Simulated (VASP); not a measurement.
# Al6Co5Ni (P4/mmm) in VASP: relaxation of cell and atoms with PBE

Aim: the relaxation of cell and atoms of Al6Co5Ni with PBE.

Everything below comes from runs of VASP 6.6.1. Logs are shortened: lines on timing, memory, paths and dates and some standing lists are left out, and cuts for length are marked.

## (1) The cell of the first run

The structure is tetragonal, space group P4/mmm (No. 123). The conventional cell has a = 4.190 Å, b = 4.190 Å, c = 8.889 Å, α = 90.00°, β = 90.00°, γ = 90.00°. Within 3.4 Å of Al (site symmetry 2mm) lie 6 Co at 2.57 Å and 2 Ni at 2.57 Å and 6 Al at 2.96 Å. Within 3.4 Å of Al (site symmetry mmm) lie 8 Co at 2.57 Å and 6 Al at 2.96 Å. Within 3.4 Å of Co (site symmetry 4mm) lie 8 Al at 2.57 Å and 1 Ni at 2.96 Å and 5 Co at 2.96 Å. Within 3.4 Å of Co (site symmetry 4mm) lie 8 Al at 2.57 Å and 6 Co at 2.96 Å. Co (site symmetry 4/mmm) has 8 Al at 2.57 Å and 2 Co at 2.96 Å and 4 Ni at 2.96 Å within 3.4 Å. Within 3.4 Å of Ni (site symmetry 4/mmm) lie 8 Al at 2.57 Å and 6 Co at 2.96 Å.

## (2) Relaxation of cell and atoms, PBE, collinear spin, ferromagnetic start

Contents of INCAR:

```
SYSTEM = Al6Co5Ni
PREC = Accurate
ENCUT = 600
EDIFF = 1E-7
ISMEAR = 0
SIGMA = 0.1
LREAL = .FALSE.
LASPH = .TRUE.
NELM = 150
ALGO = Fast
ISIF = 3
LWAVE = .FALSE.
LCHARG = .FALSE.
ISPIN = 2
MAGMOM = 0 0 0 0 0 0 3 3 3 3 3 2
LORBIT = 11
LMAXMIX = 4
GGA = PE
IBRION = 2
NSW = 90
EDIFFG = -0.04
```

Contents of KPOINTS:

```
regular mesh
0
G
  4 4 2
  0 0 0
```

Contents of POSCAR:

```
Al6Co5Ni
1.0
    4.1903476400      0.0000000000      0.0000000000
    0.0000000000      4.1903476400      0.0000000000
    0.0000000000      0.0000000000      8.8890697000
Al Co Ni
6 5 1
Direct
    0.0000000000      0.5000000000      0.8333333300
    0.0000000000      0.5000000000      0.1666666700
    0.0000000000      0.5000000000      0.5000000000
    0.5000000000      0.0000000000      0.8333333300
    0.5000000000      0.0000000000      0.1666666700
    0.5000000000      0.0000000000      0.5000000000
    0.0000000000      0.0000000000      0.6666666700
    0.0000000000      0.0000000000      0.3333333300
    0.5000000000      0.5000000000      0.6666666700
    0.5000000000      0.5000000000      0.0000000000
    0.5000000000      0.5000000000      0.3333333300
    0.0000000000      0.0000000000      0.0000000000
```

Potentials or basis: VASP PAW PBE potentials, release 64 (Al, Co, Ni).

Started as:

```console
$ cat potpaw_PBE.64/Al/POTCAR potpaw_PBE.64/Co/POTCAR potpaw_PBE.64/Ni/POTCAR > POTCAR
$ mpirun -np 1 vasp_std > vasp.out
```

OUTCAR:

```text
SYSTEM = Al6Co5Ni
   PREC = Accurate
   ENCUT = 600
   EDIFF = 1E-7
   ISMEAR = 0
   LREAL = .FALSE.
   LASPH = .TRUE.
   NELM = 150
   ISIF = 3
   ISPIN = 2
   LORBIT = 11
   GGA = PE
   IBRION = 2
   NSW = 90
   EDIFFG = -0.04

 ion  position               nearest neighbor table
   1  0.000  0.500  0.833-   7 2.57   9 2.57   7 2.57   9 2.57  10 2.57  12 2.57  12 2.57  10 2.57
                             3 2.96   4 2.96   4 2.96   4 2.96   4 2.96   2 2.96
   2  0.000  0.500  0.167-   8 2.57  11 2.57   8 2.57  11 2.57  10 2.57  12 2.57  10 2.57  12 2.57
                             3 2.96   5 2.96   5 2.96   5 2.96   5 2.96   1 2.96
   3  0.000  0.500  0.500-   7 2.57   8 2.57   9 2.57  11 2.57   7 2.57   8 2.57   9 2.57  11 2.57
                             1 2.96   2 2.96   6 2.96   6 2.96   6 2.96   6 2.96
   4  0.500  0.000  0.833-   7 2.57   9 2.57   9 2.57   7 2.57  10 2.57  10 2.57  12 2.57  12 2.57
                             6 2.96   1 2.96   1 2.96   1 2.96   1 2.96   5 2.96
   5  0.500  0.000  0.167-   8 2.57  11 2.57  11 2.57   8 2.57  10 2.57  10 2.57  12 2.57  12 2.57
                             6 2.96   2 2.96   2 2.96   2 2.96   2 2.96   4 2.96
   6  0.500  0.000  0.500-   7 2.57   8 2.57   9 2.57  11 2.57   9 2.57  11 2.57   7 2.57   8 2.57
                             4 2.96   5 2.96   3 2.96   3 2.96   3 2.96   3 2.96
   7  0.000  0.000  0.667-   1 2.57   4 2.57   1 2.57   4 2.57   3 2.57   3 2.57   6 2.57   6 2.57
                            12 2.96   9 2.96   9 2.96   9 2.96   9 2.96   8 2.96
   8  0.000  0.000  0.333-   2 2.57   5 2.57   2 2.57   5 2.57   3 2.57   3 2.57   6 2.57   6 2.57
                            12 2.96  11 2.96  11 2.96  11 2.96  11 2.96   7 2.96
   9  0.500  0.500  0.667-   1 2.57   4 2.57   4 2.57   1 2.57   3 2.57   6 2.57   6 2.57   3 2.57
                            10 2.96   7 2.96   7 2.96   7 2.96   7 2.96  11 2.96
  10  0.500  0.500  0.000-   1 2.57   2 2.57   4 2.57   5 2.57   4 2.57   5 2.57   1 2.57   2 2.57
                             9 2.96  11 2.96  12 2.96  12 2.96  12 2.96  12 2.96
  11  0.500  0.500  0.333-   2 2.57   5 2.57   5 2.57   2 2.57   3 2.57   6 2.57   6 2.57   3 2.57
                            10 2.96   8 2.96   8 2.96   8 2.96   8 2.96   9 2.96
  12  0.000  0.000  0.000-   1 2.57   2 2.57   4 2.57   5 2.57   1 2.57   2 2.57   4 2.57   5 2.57
                             7 2.96   8 2.96  10 2.96  10 2.96  10 2.96  10 2.96

  LATTYP: Found a simple tetragonal cell.
 ALAT       =     4.1903476400
 C/A-ratio  =     2.1213203447

  Lattice vectors:

 A1 = (   4.1903476400,   0.0000000000,   0.0000000000)
 A2 = (   0.0000000000,   4.1903476400,   0.0000000000)
 A3 = (   0.0000000000,   0.0000000000,   8.8890697000)

Analysis of symmetry for initial positions (statically):
=====================================================================
 Subroutine PRICEL returns:
 Original cell was already a primitive cell.

 Routine SETGRP: Setting up the symmetry group for a
 simple tetragonal supercell.

 Subroutine GETGRP returns: Found 16 space group operations
 (whereof 16 operations were pure point group operations)
 out of a pool of 16 trial point group operations.
[... 1429 lines left out ...]

  FORCE on cell =-STRESS in cart. coord.  units (eV):
  Direction    XX          YY          ZZ          XY          YZ          ZX
  --------------------------------------------------------------------------------------
  -------------------------------------------------------------------------------------
  Total      -14.0775422    -14.0775422    -13.9886349      0.0000000      0.0000000     -0.0000000
  in kB     -144.5043761   -144.5043761   -143.5917531      0.0000000      0.0000000     -0.0000000
  external PRESSURE =    -144.2001684 kB  Pullay stress =       0.0000000 kB
[... 263 lines left out ...]
--------------------------------------- Ionic step        7  -------------------------------------------

 number of electron      72.9999994 magnetization       0.8148254

 Free energy of the ion-electron system (eV)
  ---------------------------------------------------
  ext. energy  EPLUGINS =         0.00000000
  ---------------------------------------------------
  free energy    TOTEN  =       -70.34146104 eV

  energy without entropy =      -70.31432900  energy(sigma->0) =      -70.32789502

 E-fermi :  10.3924     XC(G=0): -12.1883

 val. band max:       10.3874644506   @ k =   0.5000   0.0000   0.5000
 cond. band min:      10.4152510143   @ k =   0.2500   0.2500   0.0000
 fundamental gap:      0.0277865637
 Fermi energy:        10.3923613975

 spin component 1

 k-point     1 :       0.0000    0.0000    0.0000
  band No.  band energies     occupation
      1      -0.6516      1.00000
      2       1.3320      1.00000
      3       1.3441      1.00000
      4       5.1850      1.00000
      5       6.0298      1.00000
      6       6.0445      1.00000
[... 1216 lines left out ...]
     47      16.8242      0.00000
     48      16.8242      0.00000
 [bands above 48 left out]

------------------------ aborting loop because EDIFF is reached ----------------------------------------

  FORCE on cell =-STRESS in cart. coord.  units (eV):
  Direction    XX          YY          ZZ          XY          YZ          ZX
  --------------------------------------------------------------------------------------
  -------------------------------------------------------------------------------------
  Total       -0.4073687     -0.4073687     -0.1460576      0.0000000      0.0000000      0.0000000
  in kB       -4.6361214     -4.6361214     -1.6622309      0.0000000      0.0000000      0.0000000
  external PRESSURE =      -3.6448245 kB  Pullay stress =       0.0000000 kB
[... 27 lines left out ...]
  FREE ENERGIE OF THE ION-ELECTRON SYSTEM (eV)
  ---------------------------------------------------
  free  energy   TOTEN  =       -70.3414610387 eV

  energy  without entropy=      -70.3143289973  energy(sigma->0) =      -70.32789502

 reached required accuracy - stopping structural energy minimisation

 total charge

# of ion       s       p       d       tot
------------------------------------------
    1        0.392   0.422   0.000   0.814
    2        0.392   0.422   0.000   0.814
    3        0.393   0.423   0.000   0.815
    4        0.392   0.422   0.000   0.814
    5        0.392   0.422   0.000   0.814
    6        0.393   0.423   0.000   0.815
    7        0.434   0.492   7.516   8.442
    8        0.434   0.492   7.516   8.442
    9        0.431   0.502   7.500   8.433
   10        0.433   0.470   7.515   8.418
   11        0.431   0.502   7.500   8.433
   12        0.474   0.532   8.455   9.461
--------------------------------------------------
tot          4.991   5.522  46.004  56.517

 magnetization (x)

# of ion       s       p       d       tot
------------------------------------------
    1       -0.001  -0.002   0.000  -0.003
    2       -0.001  -0.002   0.000  -0.003
    3       -0.001  -0.003   0.000  -0.004
    4       -0.001  -0.002   0.000  -0.003
    5       -0.001  -0.002   0.000  -0.003
    6       -0.001  -0.003   0.000  -0.004
    7        0.001  -0.003   0.051   0.049
    8        0.001  -0.003   0.051   0.049
    9        0.002  -0.005   0.229   0.227
   10        0.006  -0.001   0.328   0.333
   11        0.002  -0.005   0.229   0.227
   12        0.002  -0.006   0.051   0.047
--------------------------------------------------
tot          0.008  -0.037   0.940   0.910
```

Wall time 32 min (1 thread of Oxide Virtual Turin-like, shared host); peak memory 0.46 GiB.

What came out:

| Property | Result |
| --- | --- |
| Free energy | -70.3415 eV |
| Relaxed volume | 11.73 Å³/atom |
| Relaxed cell | a = 4.031 Å, b = 4.031 Å, c = 8.664 Å, α = 90.00°, β = 90.00°, γ = 90.00° |
| Space group after relaxing (to 0.1 Å) | P4/mmm (No. 123) |
| Energy gained by relaxing | 65.2 meV/atom |
| Ionic steps | 7 |
| Pressure after relaxing | -0.4 GPa |
| Largest force after relaxing | 0.019 eV/Å |
| Net moment | 0.81 μB per cell |
| Site moments | Al -0.00; Co +0.05, +0.23, +0.33 (each value once); Ni +0.05 μB |
| Valence electrons inside the program's atomic spheres | Al 0.81; Co 8.44, 8.43, 8.42 (each value once); Ni 9.46 |

Forces in eV/Å, atoms in the order of the input:
```
Al   0.000  0.000  0.009
Al   0.000  0.000 -0.009
Al   0.000  0.000  0.000
Al   0.000  0.000  0.009
Al   0.000  0.000 -0.009
Al   0.000  0.000  0.000
Co   0.000  0.000 -0.017
Co   0.000  0.000  0.017
Co   0.000  0.000 -0.019
Co   0.000  0.000  0.000
Co   0.000  0.000  0.019
Ni   0.000  0.000  0.000
```

Step by step:
| step | energy change (eV) | largest force (eV/Å) | pressure (GPa) | volume (Å³) |
| --- | --- | --- | --- | --- |
| 1 | 0.0000 | 0.2323 | -14.42 | 156.08 |
| 2 | -0.3954 | 0.0504 | 13.89 | 131.10 |
| 3 | -0.7755 | 0.1035 | -0.10 | 140.56 |
| 4 | -0.7754 | 0.1010 | 0.27 | 140.26 |
| 5 | -0.7792 | 0.0423 | 0.26 | 140.25 |
| 6 | -0.7816 | 0.0567 | 0.30 | 140.25 |
| 7 | -0.7829 | 0.0186 | -0.36 | 140.78 |

Final structure:
```yaml
crystal:
  lattice:
    - [4.03089, 0.00000, 0.00000]
    - [0.00000, 4.03089, 0.00000]
    - [0.00000, 0.00000, 8.66446]
  atoms:
    - { symbol: Al, position: [0.00000, 0.50000, 0.83136] }
    - { symbol: Al, position: [0.00000, 0.50000, 0.16864] }
    - { symbol: Al, position: [0.00000, 0.50000, 0.50000] }
    - { symbol: Al, position: [0.50000, 0.00000, 0.83136] }
    - { symbol: Al, position: [0.50000, 0.00000, 0.16864] }
    - { symbol: Al, position: [0.50000, 0.00000, 0.50000] }
    - { symbol: Co, position: [0.00000, 0.00000, 0.66634] }
    - { symbol: Co, position: [0.00000, 0.00000, 0.33366] }
    - { symbol: Co, position: [0.50000, 0.50000, 0.66733] }
    - { symbol: Co, position: [0.50000, 0.50000, 0.00000] }
    - { symbol: Co, position: [0.50000, 0.50000, 0.33267] }
    - { symbol: Ni, position: [0.00000, 0.00000, 0.00000] }
```

Caveat: the k points lie up to 0.39 Å⁻¹ apart in the final cell.
